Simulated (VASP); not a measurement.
CdTe6:

```xyz
7
Lattice="9.7437 0.0000 0.0000 -4.8719 8.4383 0.0000 0.0000 0.0000 3.2065" Properties=species:S:1:pos:R:3 pbc="T T T"
Cd    0.0000    0.0000    1.6033
Te    6.2487    0.0000    0.0000
Te   -3.1243    5.4115    0.0000
Te    1.7475    3.0268    0.0000
Te    3.4950    0.0000    0.0000
Te   -1.7475    3.0268    0.0000
Te    3.1243    5.4115    0.0000
```

The cell was generated, and may not be a known phase.

```yaml
Program: VASP 6.6.1
Task: relaxation of cell and atoms
Functional: PBE
Potentials_or_basis: VASP PAW PBE potentials, release 64 (Cd, Te)
Cutoff: 600 eV
k_mesh: 6 × 6 × 10
Occupations: gaussian, width 0.1 eV
Spin: no spin polarisation
```

At the start: pressure 0.1 GPa; volume 37.66 Å³/atom.

Problem. How do energy, volume and symmetry change on relaxing?

Solution. Over 15 steps the energy falls by 33.8 meV/atom and the volume is 37.73 Å³/atom (+0.2 %); space group P6/mmm (No. 191, to 0.1 Å) before and after.

The path:
```tsv
step	energy change (eV)	largest force (eV/Å)	pressure (GPa)	volume (Å³)
1	0.0000	0.5174	0.06	263.64
2	-0.2154	0.0203	-0.49	263.87
3	-0.2069	0.1871	-0.27	263.73
4	-0.2259	0.0928	-0.48	263.84
5	-0.2266	0.1104	-0.46	263.83
6	-0.2307	0.0380	0.28	259.49
7	-0.2324	0.0640	0.01	260.98
8	-0.2336	0.0383	0.05	260.87
9	-0.2338	0.0232	0.07	260.81
10	-0.2345	0.0210	0.04	261.39
11	-0.2359	0.0129	-0.03	263.15
12	-0.2350	0.0107	-0.14	266.69
13	-0.2362	0.0062	-0.07	264.28
14	-0.2355	0.0148	0.15	263.64
15	-0.2363	0.0001	0.00	264.08
```

Final structure:
```
CELL_PARAMETERS angstrom
10.01676 0.00000 0.00000
-5.00838 8.67477 0.00000
0.00000 0.00000 3.03913
ATOMIC_POSITIONS crystal
Cd 0.00000 0.00000 0.50000
Te 0.64206 0.00000 0.00000
Te 0.00000 0.64206 0.00000
Te 0.35794 0.35794 0.00000
Te 0.35794 0.00000 0.00000
Te 0.00000 0.35794 0.00000
Te 0.64206 0.64206 0.00000
```

Caveat: the highest band is partly filled, so the run has too few bands.
